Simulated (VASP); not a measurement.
Wanted: the native input for a VASP 6.6.1 run.

* Task: G0W0 quasiparticle levels
* Functional: PBE
* Potentials or basis: VASP PAW PBE potentials, release 64 (Si_GW, C_GW)
* Cutoff: 500 eV
* k mesh: 2 × 2 × 2
* Occupations: gaussian, width 0.01 eV
* Spin: no spin polarisation
* Dipole correction: no
* GW scheme: G0W0
* GW iterations: 1
* Cutoff of the response function: 113.3
* Frequency points: 48
* Empty bands: 100
* Further INCAR settings: ALGO = EVGW0; EDIFF = 1e-08; NBANDS = 104

SiC:

```
CELL_PARAMETERS angstrom
0.00000 2.17900 2.17900
2.17900 0.00000 2.17900
2.17900 2.17900 0.00000
ATOMIC_POSITIONS crystal
Si 0.00000 0.00000 0.00000
C 0.25000 0.25000 0.25000
```

These files were run (other wordings do the same):

POSCAR

```
SiC
1.0
    0.0000000000      2.1790000000      2.1790000000
    2.1790000000      0.0000000000      2.1790000000
    2.1790000000      2.1790000000      0.0000000000
Si C
1 1
Direct
    0.0000000000      0.0000000000      0.0000000000
    0.2500000000      0.2500000000      0.2500000000
```

INCAR.step1

```
ALGO = Normal ; EDIFF = 1E-8
ENCUT = 500 ; GGA = PE
ISMEAR = 0 ; LASPH = T
LCHARG = F ; LREAL = F
LWAVE = T ; NELM = 60
PREC = Accurate ; SIGMA = 0.01
```

INCAR.step2

```
ALGO = Exact ; EDIFF = 1E-8
ENCUT = 500 ; GGA = PE
ISMEAR = 0 ; ISTART = 1
LASPH = T ; LCHARG = F
LOPTICS = T ; LREAL = F
LWAVE = T ; NBANDS = 104
NELM = 1 ; PREC = Accurate
SIGMA = 0.01
```

INCAR.step3

```
ALGO = EVGW0 ; EDIFF = 1E-8
ENCUT = 500 ; ENCUTGW = 113.3
GGA = PE ; ISMEAR = 0
ISTART = 1 ; LASPH = T
LCHARG = F ; LREAL = F
LWAVE = F ; NBANDS = 104
NBANDSGW = 12 ; NELMGW = 1
NOMEGA = 48 ; PREC = Accurate
PRECFOCK = Fast ; SIGMA = 0.01
```

KPOINTS

```
k-points
0
Gamma
  2 2 2
```

Potentials or basis: VASP PAW PBE potentials, release 64 (Si_GW, C_GW).

Command:

```sh
$ cat potpaw_PBE.64/Si_GW/POTCAR potpaw_PBE.64/C_GW/POTCAR > POTCAR
$ cp INCAR.step1 INCAR
$ mpirun -np 1 vasp_std > vasp.out
$ cp INCAR.step2 INCAR
$ mpirun -np 1 vasp_std > vasp.out
$ cp INCAR.step3 INCAR
$ mpirun -np 1 vasp_std > vasp.out
```

It gave:

```json
{
  "Band gap on the k mesh, mean-field level": "0.94 eV, indirect (least direct gap 4.30 eV)",
  "Quasiparticle gap": "1.37 eV",
  "Least direct quasiparticle gap": "4.97 eV"
}
```

Caveat: the k points lie up to 1.25 Å⁻¹ apart; bands, screening cutoff and mesh are small and nothing is extrapolated, so the quasiparticle values aren't converged.

Run time: 16 s on 1 thread of Intel Xeon 8259CL, on a shared host, peak memory 0.17 GiB.
